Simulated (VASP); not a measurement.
# Cd in VASP: single point with PBEsol

Aim: the single point of Cd with PBEsol.

All numbers are computed with VASP 6.6.1; they aren't measurements. Logs are shortened: lines on timing, memory, paths and dates and some standing lists are left out, and cuts for length are marked.

### 1 The cell of the first run

The typed cell holds 4 atoms: a = 3.828 Å, b = 3.828 Å, c = 5.821 Å, α = 90.00°, β = 90.00°, γ = 90.04°.

### 2 Single point, PBEsol

Contents of INCAR:

```
SYSTEM = Cd
PREC = Accurate ; ENCUT = 520
EDIFF = 1E-6 ; ISMEAR = 0
SIGMA = 0.1 ; LREAL = .False.
LASPH = .True. ; NELM = 100
ALGO = Normal ; ISIF = 2
LWAVE = .False. ; LCHARG = .False.
GGA = PS ; NBANDS = 32
```

Contents of KPOINTS:

```
Automatic mesh
0
Gamma
  12 12 8
  0 0 0
```

Contents of POSCAR:

```
Cd
1.0
    2.7061469867     -2.7079316578      0.0000000000
    2.7061469867      2.7079316578      0.0000000000
    0.0000000000      0.0000000000      5.8209242294
Cd
4
Direct
    0.2499117013      0.7500882987      0.1249929180
    0.7499117013      0.2500882987      0.3750070820
    0.7500882987      0.2499117013      0.8750070820
    0.2500882987      0.7499117013      0.6249929180
```

Potentials or basis: VASP PAW PBE potentials, release 64 (Cd).

On the command line:

```bash
$ cat potpaw_PBE.64/Cd/POTCAR > POTCAR
$ mpirun -np 1 vasp_std > vasp.out
```

OUTCAR:

```text
SYSTEM = Cd
   PREC = Accurate
   ENCUT = 520
   EDIFF = 1E-6
   ISMEAR = 0
   LREAL = .False.
   LASPH = .True.
   NELM = 100
   ISIF = 2
   GGA = PS

 ion  position               nearest neighbor table
   1  0.250  0.750  0.125-   4 2.91   4 2.91   3 3.07   3 3.07   2 3.07   2 3.07   3 3.07   2 3.07
                             2 3.07   3 3.07
   2  0.750  0.250  0.375-   3 2.91   3 2.91   4 3.07   4 3.07   1 3.07   1 3.07   4 3.07   1 3.07
                             1 3.07   4 3.07
   3  0.750  0.250  0.875-   2 2.91   2 2.91   1 3.07   1 3.07   4 3.07   4 3.07   1 3.07   4 3.07
                             4 3.07   1 3.07
   4  0.250  0.750  0.625-   1 2.91   1 2.91   2 3.07   2 3.07   3 3.07   3 3.07   2 3.07   3 3.07
                             3 3.07   2 3.07

  LATTYP: Found a base centered orthorhombic cell.
 ALAT       =     5.4122939734
 B/A-ratio  =     1.0006594879
 C/A-ratio  =     1.0755003808

  Lattice vectors:

 A1 = (   2.7061469867,  -2.7079316578,   0.0000000000)
 A2 = (   2.7061469867,   2.7079316578,   0.0000000000)
 A3 = (   0.0000000000,   0.0000000000,   5.8209242294)

Analysis of symmetry for initial positions (statically):
=====================================================================
 Subroutine PRICEL returns:
 Original cell was already a primitive cell.

 Routine SETGRP: Setting up the symmetry group for a
 base centered orthorhombic supercell.

 Subroutine GETGRP returns: Found  8 space group operations
 (whereof  4 operations were pure point group operations)
 out of a pool of  8 trial point group operations.

The static configuration has the point symmetry C_2h.
 The point group associated with its full space group is D_2h.

Analysis of symmetry for dynamics (positions and initial velocities):
=====================================================================
 Subroutine PRICEL returns:
 Original cell was already a primitive cell.

 Routine SETGRP: Setting up the symmetry group for a
 base centered orthorhombic supercell.

 Subroutine GETGRP returns: Found  8 space group operations
 (whereof  4 operations were pure point group operations)
 out of a pool of  8 trial point group operations.

The dynamic configuration has the point symmetry C_2h.
 The point group associated with its full space group is D_2h.

 Subroutine INISYM returns: Found  8 space group operations
 (whereof  4 operations are pure point group operations),
 and found     1 'primitive' translations

----------------------------------------------------------------------------------------
[... 98 lines left out ...]
   LREAL  =      F    real-space projection
   EDIFFG = 0.1E-04   stopping-criterion for IOM
   NSW    =      0    number of steps for IOM
   IBRION =     -1    ionic relax: 0-MD 1-quasi-New 2-CG
   NFREE  =      0    steps in history (QN), initial steepest desc. (CG)
   ISIF   =      2    stress and relaxation
   ISYM   =      2    0-nonsym 1-usesym 2-fastsym
   POTIM  = 0.5000    time-step for ionic-motion
   TEBEG  =    0.0;   TEEND  =   0.0 temperature during run
   PSTRESS=    0.0 pullay stress
   NELECT =      48.0000    total number of electrons
   NUPDOWN=      -1.0000    fix difference up-down
   EMIN   =  10.00;   EMAX   =-10.00  energy-range for DOS
   EFERMI =   0.00;   METHOD = LEGACY
   ISMEAR =     0;   SIGMA  =   0.10  broadening in eV -4-tet -1-fermi 0-gaus
   EFERMI_NEDOS =   21; number of points for ismear=-14 and -15
   IALGO  =     38    algorithm
   IMIX   =      4    mixing-type and parameters
     AMIX     =   0.40;   BMIX     =  1.00
     AMIX_MAG =   1.60;   BMIX_MAG =  1.00
  volume/ion in A,a.u.               =      21.33       143.93
  Fermi-wavevector in a.u.,A,eV,Ry     =   1.351507  2.553978 24.852002  1.826571
  Thomas-Fermi vector in A             =   2.478923
   LORBIT       =      0    0 simple, 1 ext, 2 COOP (PROOUT), +10 PAW based schemes
   GGA     = PS    functional components
   LHFCALC =     F    Hartree Fock is set to
   AEXX    =    0.0000 exact exchange contribution
   IVDW    =     0    specifies the selected vdW correction
   LEPSILON=     F    determine dielectric tensor
   LRPA    =     F    only Hartree local field effects (RPA)
 non-spin polarized calculation
 Gauss-broadening in eV      SIGMA  =   0.10
  energy-cutoff  :      520.00
  volume of cell :       85.31
 maximum number of plane-waves:      2314
   NGX = 15   NGY = 15   NGZ = 21

 number of electron      47.9999967 magnetization

 Free energy of the ion-electron system (eV)
  ---------------------------------------------------
  ext. energy  EPLUGINS =         0.00000000
  ---------------------------------------------------
  free energy    TOTEN  =        -4.76189209 eV

  energy without entropy =       -4.75666386  energy(sigma->0) =       -4.75927798

 E-fermi :   2.7918     XC(G=0): -11.2695

 val. band max:        2.7843825416   @ k =  -0.2500   0.0833   0.2500
 cond. band min:       2.8278261903   @ k =   0.5000   0.3333   0.2500
 fundamental gap:      0.0434436487
 Fermi energy:         2.7917752190

 k-point     1 :       0.0000    0.0000    0.0000
  band No.  band energies     occupation
      1      -7.1964      2.00000
      2      -6.9236      2.00000
      3      -6.7561      2.00000
      4      -6.5232      2.00000
      5      -6.3902      2.00000
      6      -6.3901      2.00000
[... 829 lines left out ...]
     31      10.6717      0.00000
     32      10.6718      0.00000

 [... further k-points ...]

------------------------ aborting loop because EDIFF is reached ----------------------------------------

  FORCE on cell =-STRESS in cart. coord.  units (eV):
  Direction    XX          YY          ZZ          XY          YZ          ZX
  --------------------------------------------------------------------------------------
  -------------------------------------------------------------------------------------
  Total        0.1518498      0.1363475      0.2734718      0.0000000      0.0000000      0.0000000
  in kB        2.8517661      2.5606289      5.1358477      0.0000000      0.0000000      0.0000000
  external PRESSURE =       3.5160809 kB  Pullay stress =       0.0000000 kB

 VOLUME and BASIS-vectors are now :
 -----------------------------------------------------------------------------
  energy-cutoff  :      520.00
  volume of cell :       85.31
      direct lattice vectors                 reciprocal lattice vectors
     2.706146987 -2.707931658  0.000000000     0.184764539 -0.184642769  0.000000000
     2.706146987  2.707931658  0.000000000     0.184764539  0.184642769  0.000000000
     0.000000000  0.000000000  5.820924229     0.000000000  0.000000000  0.171794025

 POSITION                                       TOTAL-FORCE (eV/Angst)
 -----------------------------------------------------------------------------------
      2.70615      1.35444      0.72757         0.000000     -0.000781      0.000106
      2.70615     -1.35349      2.18289         0.000000     -0.000781     -0.000106
      2.70615     -1.35444      5.09335         0.000000      0.000781     -0.000106
      2.70615      1.35349      3.63804         0.000000      0.000781      0.000106
 -----------------------------------------------------------------------------------
    total drift:                                0.000000     -0.000000     -0.000000

  FREE ENERGIE OF THE ION-ELECTRON SYSTEM (eV)
  ---------------------------------------------------
  free  energy   TOTEN  =        -4.7618920940 eV

  energy  without entropy=       -4.7566638613  energy(sigma->0) =       -4.75927798
```

Wall time 2.4 min (1 thread of Intel Xeon 6975P-C (Granite Rapids), shared host); peak memory 0.48 GiB.

What came out:

```yaml
Free_energy: -4.7619 eV
Pressure: 0.4 GPa
Band_gap_on_the_k_mesh: zero (band 24 reaches 5.66 eV, above the bottom of band 25 at 1.69 eV)
```

Caveat: the PAW data sets were made with another functional, which shifts forces and pressure a little.
